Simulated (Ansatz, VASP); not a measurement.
## MgO: VASP beside Ansatz

File INCAR:

```
SYSTEM = MgO
PREC = Accurate
ENCUT = 520
EDIFF = 1E-6
ISMEAR = -1
SIGMA = 0.1
LREAL = .False.
LASPH = .True.
NELM = 100
ALGO = Normal
ISIF = 2
LWAVE = .False.
LCHARG = .False.
GGA = PE
NBANDS = 11
```

Contents of KPOINTS:

```
Automatic mesh
0
Gamma
  17 17 17
  0 0 0
```

The input POSCAR:

```
MgO
1.0
    0.0000000000      1.8885213611      1.8885213611
    1.8885213611      0.0000000000      1.8885213611
    1.8885213611      1.8885213611      0.0000000000
Mg O
1 1
Direct
    0.0000000000      0.0000000000      0.0000000000
    0.5000000000      0.5000000000      0.5000000000
```

Input for Ansatz:

```yaml
crystal:
  lattice:
    - [0.0, 1.8885213611, 1.8885213611]
    - [1.8885213611, 0.0, 1.8885213611]
    - [1.8885213611, 1.8885213611, 0.0]
  atoms:
    - { symbol: Mg, position: [0.0, 0.0, 0.0] }
    - { symbol: O, position: [0.5, 0.5, 0.5] }
kpoints:
  mp_grid: { grid: [17, 17, 17] }
scf:
  occupations: { method: fermi_dirac, width: 0.1 }
hamiltonian:
  xc: pbe
  pseudopotentials: { kind: paw }
output:
  forces: true
  stress: true
  eigenvalues: true
```

Change from the starting cell: volume scaled by 0.7, to set the pressure.

Alike in both runs: task single point; functional PBE; k mesh 17 × 17 × 17; occupations fermi-dirac, width 0.1 eV; no spin polarisation.

```csv
,VASP,Ansatz
version,VASP 6.6.1,Ansatz 0.2.0
potentials or method,"VASP PAW PBE potentials, release 64 (Mg, O)","PAW with Ansatz's default frozen-core files, scalar-relativistic"
plane-wave cutoff (eV),520,420
valence electrons in the cell,8,16
```

Ansatz gave:

* gap on the k mesh at the Fermi level (eV): 8.62
* pressure (GPa): 110.7

Question: What did VASP give for the same quantities?

Answer: gap on the k mesh at the Fermi level (eV): 8.63; pressure (GPa): 111.4.

Both programs put the cell under a high pressure, so it lies far from rest at this level. VASP's potentials hold 8 valence electrons a cell and Ansatz's 16, so a difference there can come from the potentials and not from the codes.

Noted on VASP's run: the cell as given lies far from equilibrium.
